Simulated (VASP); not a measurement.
# As (R-3m) in VASP: a series of runs

Runs on As. Level: LDA. Tasks: single point.

Everything below comes from runs of VASP 6.6.1. Logs are shortened: lines on timing, memory, paths and dates and some standing lists are left out, and cuts for length are marked.

## (1) The cell of the first run

The structure is trigonal, space group R-3m (No. 166). Conventional cell: a = 3.760 Å, b = 3.760 Å, c = 10.457 Å, α = 90.00°, β = 90.00°, γ = 120.00°. As (site symmetry 3m) has 6 As at 2.52 to 3.10 Å within 3.3 Å.

## (2) Single point, LDA

The input, INCAR:

```
SYSTEM = As
PREC = Accurate
ENCUT = 500
EDIFF = 1E-6
ISMEAR = 0
SIGMA = 0.1
LREAL = .False.
LASPH = .True.
NELM = 120
ALGO = Normal
ISIF = 2
LWAVE = .False.
LCHARG = .False.
NBANDS = 12
GGA_COMPAT = .False.
```

The input, KPOINTS:

```
regular mesh
0
Gamma
  6 6 6
  0 0 0
```

The input, POSCAR:

```
As
1.0
    1.8797500000      1.0852741700      3.4857666700
   -1.8797500000      1.0852741700      3.4857666700
    0.0000000000     -2.1705483400      3.4857666700
As
2
Direct
    0.2275400000      0.2275400000      0.2275400000
    0.7724600000      0.7724600000      0.7724600000
```

Potentials or basis: VASP PAW LDA potentials, release 64 (As).

Started as:

```
cat potpaw_LDA.64/As/POTCAR > POTCAR
mpirun -np 1 vasp_std > vasp.out
```

OUTCAR:

```text
SYSTEM = As
   PREC = Accurate
   ENCUT = 500
   EDIFF = 1E-6
   ISMEAR = 0
   LREAL = .False.
   LASPH = .True.
   NELM = 120
   ISIF = 2

 ion  position               nearest neighbor table
   1  0.228  0.228  0.228-   2 2.52   2 2.52   2 2.52
   2  0.772  0.772  0.772-   1 2.52   1 2.52   1 2.52

  LATTYP: Found a trigonal (rhomboedric) cell.
 ALAT       =     4.1063182249
 COS(alpha) =     0.5808929386

  Lattice vectors:

 A1 = (   1.8797500000,   1.0852741700,   3.4857666700)
 A2 = (  -1.8797500000,   1.0852741700,   3.4857666700)
 A3 = (   0.0000000000,  -2.1705483400,   3.4857666700)

Analysis of symmetry for initial positions (statically):
=====================================================================
 Subroutine PRICEL returns:
 Original cell was already a primitive cell.

 Routine SETGRP: Setting up the symmetry group for a
 trigonal (rhombohedral) supercell.

 Subroutine GETGRP returns: Found 12 space group operations
 (whereof 12 operations were pure point group operations)
 out of a pool of 12 trial point group operations.

The static configuration has the point symmetry D_3d.

Analysis of symmetry for dynamics (positions and initial velocities):
=====================================================================
 Subroutine PRICEL returns:
 Original cell was already a primitive cell.

 Routine SETGRP: Setting up the symmetry group for a
 trigonal (rhombohedral) supercell.

 Subroutine GETGRP returns: Found 12 space group operations
 (whereof 12 operations were pure point group operations)
 out of a pool of 12 trial point group operations.

The dynamic configuration has the point symmetry D_3d.

 Subroutine INISYM returns: Found 12 space group operations
 (whereof 12 operations are pure point group operations),
 and found     1 'primitive' translations

----------------------------------------------------------------------------------------

                                     Primitive cell

  volume of cell :      42.6667

  direct lattice vectors                    reciprocal lattice vectors
     1.879750000  1.085274170  3.485766670     0.265992818  0.153571025  0.095626978
    -1.879750000  1.085274170  3.485766670    -0.265992818  0.153571025  0.095626978
     0.000000000 -2.170548340  3.485766670     0.000000000 -0.307142050  0.095626978

  length of vectors
     4.106318225  4.106318225  4.106318226     0.321684252  0.321684252  0.321684252

  position of ions in fractional coordinates (direct lattice)
     0.227540000  0.227540000  0.227540000
     0.772460000  0.772460000  0.772460000

  ion indices of the primitive-cell ions
   primitive index   ion index
                 1           1
                 2           2

----------------------------------------------------------------------------------------

 KPOINTS: regular mesh

Automatic generation of k-mesh.
 Grid dimensions read from file:
 generate k-points for:    6    6    6

 Generating k-lattice:

  Cartesian coordinates                     Fractional coordinates (reciprocal lattice)
     0.044332136  0.025595171  0.015937830     0.166666667  0.000000000  0.000000000
    -0.044332136  0.025595171  0.015937830     0.000000000  0.166666667  0.000000000
     0.000000000 -0.051190342  0.015937830     0.000000000  0.000000000  0.166666667

  Length of vectors
     0.053614042  0.053614042  0.053614042

  Shift w.r.t. Gamma in fractional coordinates (k-lattice)
     0.000000000  0.000000000  0.000000000

 Subroutine IBZKPT returns following result:
 ===========================================

 Found     32 irreducible k-points:

 Following reciprocal coordinates:
            Coordinates               Weight
  0.000000  0.000000  0.000000      1.000000
  0.166667  0.000000  0.000000      6.000000
  0.333333  0.000000  0.000000      6.000000
  0.500000  0.000000  0.000000      3.000000
  0.166667  0.166667  0.000000      6.000000
  0.333333  0.166667  0.000000     12.000000
[... 16 lines left out ...]
  0.500000  0.500000  0.166667      6.000000
 -0.333333  0.500000  0.166667     12.000000
 [... further k-points ...]
   k-points           NKPTS =     32   k-points in BZ     NKDIM =     32   number of bands    NBANDS=     12
   number of dos      NEDOS =    301   number of ions     NIONS =      2
   total plane-waves  NPLWV =  27000
   dimension x,y,z NGX =    30 NGY =   30 NGZ =   30
   dimension x,y,z NGXF=    60 NGYF=   60 NGZF=   60
   ions per type =               2
   NGX,Y,Z   is equivalent  to a cutoff of  12.15, 12.15, 12.15 a.u.
   NGXF,Y,Z  is equivalent  to a cutoff of  24.29, 24.29, 24.29 a.u.
 SYSTEM =  As
   PREC   = accura    normal or accurate (medium, high low for compatibility)
   ISTART =      0    job   : 0-new  1-cont  2-samecut
   ICHARG =      2    charge: 1-file 2-atom 10-const
   ISPIN  =      1    spin polarized calculation?
   LNONCOLLINEAR =      F non collinear calculations
   LSORBIT =      F    spin-orbit coupling
   LASPH  =      T    aspherical Exc in radial PAW
   ENCUT  =  500.0 eV  36.75 Ry    6.06 a.u.   7.49  7.49  7.49*2*pi/ulx,y,z
   NELM   =    120;   NELMIN=  2; NELMDL= -5     # of ELM steps
   EDIFF  = 0.1E-05   stopping-criterion for ELM
   LREAL  =      F    real-space projection
   EDIFFG = 0.1E-04   stopping-criterion for IOM
   NSW    =      0    number of steps for IOM
   IBRION =     -1    ionic relax: 0-MD 1-quasi-New 2-CG
   NFREE  =      0    steps in history (QN), initial steepest desc. (CG)
   ISIF   =      2    stress and relaxation
   ISYM   =      2    0-nonsym 1-usesym 2-fastsym
   POTIM  = 0.5000    time-step for ionic-motion
   TEBEG  =    0.0;   TEEND  =   0.0 temperature during run
   PSTRESS=    0.0 pullay stress
   NELECT =      10.0000    total number of electrons
   NUPDOWN=      -1.0000    fix difference up-down
   EMIN   =  10.00;   EMAX   =-10.00  energy-range for DOS
   EFERMI =   0.00;   METHOD = LEGACY
   ISMEAR =     0;   SIGMA  =   0.10  broadening in eV -4-tet -1-fermi 0-gaus
   EFERMI_NEDOS =   21; number of points for ismear=-14 and -15
   IALGO  =     38    algorithm
   IMIX   =      4    mixing-type and parameters
     AMIX     =   0.40;   BMIX     =  1.00
     AMIX_MAG =   1.60;   BMIX_MAG =  1.00
  volume/ion in A,a.u.               =      21.33       143.96
  Fermi-wavevector in a.u.,A,eV,Ry     =   1.009358  1.907410 13.861657  1.018803
  Thomas-Fermi vector in A             =   2.142281
   LORBIT       =      0    0 simple, 1 ext, 2 COOP (PROOUT), +10 PAW based schemes
   GGA     = CA    functional components
   LHFCALC =     F    Hartree Fock is set to
   AEXX    =    0.0000 exact exchange contribution
   IVDW    =     0    specifies the selected vdW correction
   LEPSILON=     F    determine dielectric tensor
   LRPA    =     F    only Hartree local field effects (RPA)
 non-spin polarized calculation
 Gauss-broadening in eV      SIGMA  =   0.10
  energy-cutoff  :      500.00
  volume of cell :       42.67
 maximum number of plane-waves:      1099
 NGX is ok and might be reduce to    30
   NGX = 15   NGY = 15   NGZ = 15

 number of electron      10.0000000 magnetization

 Free energy of the ion-electron system (eV)
  ---------------------------------------------------
  ext. energy  EPLUGINS =         0.00000000
  ---------------------------------------------------
  free energy    TOTEN  =       -10.80861720 eV

  energy without entropy =      -10.80704731  energy(sigma->0) =      -10.80783225

 E-fermi :   5.5284     XC(G=0): -10.2050

 val. band max:        5.1746372587   @ k =   0.5000   0.0000   0.0000
 cond. band min:       5.5284437924   @ k =   0.3333   0.1667   0.1667
 fundamental gap:      0.3538065338
 Fermi energy:         5.5284103937

 k-point     1 :       0.0000    0.0000    0.0000
  band No.  band energies     occupation
      1      -9.5520      2.00000
      2      -0.3019      2.00000
      3       2.9968      2.00000
      4       3.5415      2.00000
      5       3.5415      2.00000
      6       7.2879      0.00000
      7       8.4754      0.00000
      8       8.4754      0.00000
      9      12.3251      0.00000
     10      12.3251      0.00000
     11      12.7118      0.00000
     12      14.2702      0.00000

 k-point     2 :       0.1667    0.0000    0.0000
  band No.  band energies     occupation
      1      -9.1795      2.00000
      2      -1.4899      2.00000
      3       2.9398      2.00000
      4       3.3093      2.00000
      5       3.6726      2.00000
      6       7.3580      0.00000
      7       7.9363      0.00000
      8       8.0730      0.00000
      9      11.2047      0.00000
     10      11.9166      0.00000
     11      12.4521      0.00000
     12      16.2549      0.00000

 k-point     3 :       0.3333    0.0000    0.0000
  band No.  band energies     occupation
      1      -8.0937      2.00000
      2      -3.8187      2.00000
      3       2.7516      2.00000
      4       2.9396      2.00000
      5       4.3883      2.00000
      6       6.1222      0.00000
      7       6.6446      0.00000
      8       7.1715      0.00000
      9      12.2931      0.00000
     10      13.4697      0.00000
     11      14.5236      0.00000
     12      17.7838      0.00000
[... 286 lines left out ...]
 k-point    23 :       0.5000    0.5000    0.1667
  band No.  band energies     occupation
      1      -7.2849      2.00000
      2      -3.9192      2.00000
      3      -0.5405      2.00000
      4       1.7776      2.00000
      5       2.3750      2.00000
      6       7.7534      0.00000
      7       9.8945      0.00000
      8      11.5798      0.00000
      9      11.8794      0.00000
     10      16.4180      0.00000
     11      17.0466      0.00000
     12      17.3428      0.00000

 k-point    24 :      -0.3333    0.5000    0.1667
  band No.  band energies     occupation
      1      -6.5111      2.00000
      2      -4.6864      2.00000
      3      -0.5957      2.00000
      4       0.4166      2.00000
      5       3.3355      2.00000
      6       7.7676      0.00000
      7       9.3712      0.00000
      8      11.9913      0.00000
      9      12.1601      0.00000
     10      14.1639      0.00000
     11      17.3439      0.00000
     12      18.4103      0.00000

 [... further k-points ...]
[... 5 lines left out ...]
  --------------------------------------------------------------------------------------
  -------------------------------------------------------------------------------------
  Total       -0.1946237     -0.1946237     -0.6066012      0.0000000     -0.0000000      0.0000000
  in kB       -7.3083127     -7.3083127    -22.7784791      0.0000000     -0.0000000      0.0000000
  external PRESSURE =     -12.4650348 kB  Pullay stress =       0.0000000 kB

 VOLUME and BASIS-vectors are now :
 -----------------------------------------------------------------------------
  energy-cutoff  :      500.00
  volume of cell :       42.67
      direct lattice vectors                 reciprocal lattice vectors
     1.879750000  1.085274170  3.485766670     0.265992818  0.153571025  0.095626978
    -1.879750000  1.085274170  3.485766670    -0.265992818  0.153571025  0.095626978
     0.000000000 -2.170548340  3.485766670     0.000000000 -0.307142050  0.095626978

 POSITION                                       TOTAL-FORCE (eV/Angst)
 -----------------------------------------------------------------------------------
      0.00000      0.00000      2.37945         0.000000      0.000000      0.019049
      0.00000      0.00000      8.07785         0.000000     -0.000000     -0.019049
 -----------------------------------------------------------------------------------
    total drift:                               -0.000000      0.000000     -0.000000

  FREE ENERGIE OF THE ION-ELECTRON SYSTEM (eV)
  ---------------------------------------------------
  free  energy   TOTEN  =       -10.8086171964 eV

  energy  without entropy=      -10.8070473098  energy(sigma->0) =      -10.80783225
```

Wall time 6.1 s (1 thread of AMD EPYC 9R45 (Zen 5), shared host); peak memory 0.12 GiB.

Results:

| Item | Value |
| --- | --- |
| Free energy | -10.8086 eV |
| Pressure | -1.2 GPa |
| Largest force | 0.019 eV/Å |
| Band gap on the k mesh | zero (band 5 reaches 5.53 eV, above the bottom of band 6 at 5.17 eV) |

Forces on the atoms (eV/Å):
```
As   0.000  0.000  0.019
As   0.000  0.000 -0.019
```

Levels at points of the mesh, in eV from the Fermi level:
```
           k point  band 2  band 3  band 4  band 5  band 6  band 7  band 8  band 9
(0.00, 0.00, 0.00)   -5.83   -2.53   -1.99   -1.99    1.76    2.95    2.95    6.80
(0.50, 0.00, 0.00)  -11.16   -2.74   -2.72   -0.36   -0.35    0.24    1.24    8.96
(0.50, 0.50, 0.00)   -9.69   -6.09   -4.28   -4.13    1.49    5.45    6.76    7.28
(0.50, 0.50, 0.50)  -10.14   -1.70   -1.70   -0.63    0.68    0.68    1.77    8.04
```

## (3) Single point, LDA

This run uses another cell than the first one, of 20.37 Å³/atom, 0.955 times its volume.

Changes to INCAR since step 2:

```diff
@@ -13,2 +13,3 @@
 LCHARG = .False.
+GGA = CA
 NBANDS = 12
```

The input, KPOINTS:

```
regular mesh
0
Gamma
  15 15 15
  0 0 0
```

The input, POSCAR:

```
As
1.0
    1.8798673509      1.0853419211      3.3282268062
   -1.8798673509      1.0853419211      3.3282268062
    0.0000000000     -2.1706838422      3.3282268062
As
2
Direct
    0.2305659808      0.2305659808      0.2305659808
    0.7694340192      0.7694340192      0.7694340192
```

Potentials or basis: VASP PAW LDA potentials, release 64 (As).

Started as:

```
cat potpaw_LDA.64/As/POTCAR > POTCAR
mpirun -np 1 vasp_std > vasp.out
```

OUTCAR:

```text
SYSTEM = As
   PREC = Accurate
   ENCUT = 500
   EDIFF = 1E-6
   ISMEAR = 0
   LREAL = .False.
   LASPH = .True.
   NELM = 120
   ISIF = 2
   GGA = CA

 ion  position               nearest neighbor table
   1  0.231  0.231  0.231-   2 2.52   2 2.52   2 2.52
   2  0.769  0.769  0.769-   1 2.52   1 2.52   1 2.52

  LATTYP: Found a trigonal (rhomboedric) cell.
 ALAT       =     3.9735326872
 COS(alpha) =     0.5523580013

  Lattice vectors:

 A1 = (   1.8798673509,   1.0853419211,   3.3282268062)
 A2 = (  -1.8798673509,   1.0853419211,   3.3282268062)
 A3 = (   0.0000000000,  -2.1706838422,   3.3282268062)

Analysis of symmetry for initial positions (statically):
=====================================================================
 Subroutine PRICEL returns:
 Original cell was already a primitive cell.

 Routine SETGRP: Setting up the symmetry group for a
 trigonal (rhombohedral) supercell.

 Subroutine GETGRP returns: Found 12 space group operations
 (whereof 12 operations were pure point group operations)
 out of a pool of 12 trial point group operations.

The static configuration has the point symmetry D_3d.

Analysis of symmetry for dynamics (positions and initial velocities):
[... 167 lines left out ...]
 k-point     1 :       0.0000    0.0000    0.0000
  band No.  band energies     occupation
      1      -9.3294      2.00000
      2       0.5274      2.00000
      3       3.6113      2.00000
      4       3.8914      2.00000
      5       3.8914      2.00000
      6       8.1557      0.00000
      7       9.1836      0.00000
      8       9.1836      0.00000
      9      12.4795      0.00000
     10      12.4795      0.00000
     11      12.9072      0.00000
     12      14.6050      0.00000
[... 331 lines left out ...]
 k-point    24 :       0.2000    0.1333   -0.0000
  band No.  band energies     occupation
      1      -8.8094      2.00000
      2      -1.0933      2.00000
      3       2.7367      2.00000
      4       3.1616      2.00000
      5       5.2674      2.00000
      6       7.0366      0.00000
      7       8.6444      0.00000
      8       9.6583      0.00000
      9      11.3209      0.00000
     10      13.1844      0.00000
     11      13.8252      0.00000
     12      15.5437      0.00000

 [... further k-points ...]
[... 5 lines left out ...]
  --------------------------------------------------------------------------------------
  -------------------------------------------------------------------------------------
  Total        0.1292135      0.1292135      0.0826394      0.0000000      0.0000000      0.0000000
  in kB        5.0811338      5.0811338      3.2496758      0.0000000      0.0000000      0.0000000
  external PRESSURE =       4.4706478 kB  Pullay stress =       0.0000000 kB

 VOLUME and BASIS-vectors are now :
 -----------------------------------------------------------------------------
  energy-cutoff  :      500.00
  volume of cell :       40.74
      direct lattice vectors                 reciprocal lattice vectors
     1.879867351  1.085341921  3.328226806     0.265976214  0.153561438  0.100153431
    -1.879867351  1.085341921  3.328226806    -0.265976214  0.153561438  0.100153431
     0.000000000 -2.170683842  3.328226806     0.000000000 -0.307122877  0.100153431

 POSITION                                       TOTAL-FORCE (eV/Angst)
 -----------------------------------------------------------------------------------
      0.00000      0.00000      2.30213         0.000000      0.000000      0.063840
      0.00000      0.00000      7.68255         0.000000     -0.000000     -0.063840
 -----------------------------------------------------------------------------------
    total drift:                                0.000000     -0.000000      0.000000

  FREE ENERGIE OF THE ION-ELECTRON SYSTEM (eV)
  ---------------------------------------------------
  free  energy   TOTEN  =       -10.7822886021 eV

  energy  without entropy=      -10.7817088992  energy(sigma->0) =      -10.78199875
```

OSZICAR:

```text
N       E                     dE             d eps       ncg     rms          rms(c)
DAV:   1     0.266523470335E+02    0.26652E+02   -0.41066E+03  8264   0.676E+02
DAV:   2    -0.924723478226E+01   -0.35900E+02   -0.34038E+02 11176   0.110E+02
DAV:   3    -0.108180950018E+02   -0.15709E+01   -0.15643E+01 10440   0.234E+01
DAV:   4    -0.108257423544E+02   -0.76474E-02   -0.76464E-02  9284   0.185E+00
DAV:   5    -0.108257602891E+02   -0.17935E-04   -0.17935E-04 10448   0.974E-02    0.366E+00
DAV:   6    -0.107971262307E+02    0.28634E-01   -0.73460E-03  9372   0.453E-01    0.216E+00
DAV:   7    -0.107823051413E+02    0.14821E-01   -0.14327E-02  9380   0.648E-01    0.703E-02
DAV:   8    -0.107822850646E+02    0.20077E-04   -0.37172E-04  9716   0.122E-01    0.216E-02
DAV:   9    -0.107822889576E+02   -0.38931E-05   -0.23557E-05 10072   0.271E-02    0.867E-03
DAV:  10    -0.107822886021E+02    0.35559E-06   -0.15237E-06  6564   0.668E-03
   1 F= -.10782289E+02 E0= -.10781999E+02  d E =-.579703E-03
```

stdout:

```text
POSCAR found type information on POSCAR As
 POSCAR found :  1 types and       2 ions
 scaLAPACK will be used
 LDA part: xc-table for (Slater(with rela. corr.)+CA(PZ))
 , standard interpolation
 POSCAR, INCAR and KPOINTS ok, starting setup
 FFT: planning ... GRIDC
 FFT: planning ... GRID_SOFT
 FFT: planning ... GRID
 WAVECAR not read
 entering main loop
```

Wall time 62 s (1 thread of AMD EPYC 9R45 (Zen 5), shared host); peak memory 0.22 GiB.

What came out:

- Free energy: -10.7823 eV
- Pressure: 0.4 GPa
- Largest force: 0.064 eV/Å
- Band gap on the k mesh: zero (band 5 reaches 6.05 eV, above the bottom of band 6 at 5.90 eV)

Forces in eV/Å, atoms in the order of the input:
```
As   0.000  0.000  0.064
As   0.000  0.000 -0.064
```

Levels at points of the mesh, in eV from the Fermi level:
| k point | band 1 | band 2 | band 3 | band 4 | band 5 | band 6 | band 7 | band 8 | band 9 | band 10 |
| --- | --- | --- | --- | --- | --- | --- | --- | --- | --- | --- |
| (0.00, 0.00, 0.00) | -15.35 | -5.50 | -2.41 | -2.13 | -2.13 | 2.13 | 3.16 | 3.16 | 6.46 | 6.46 |
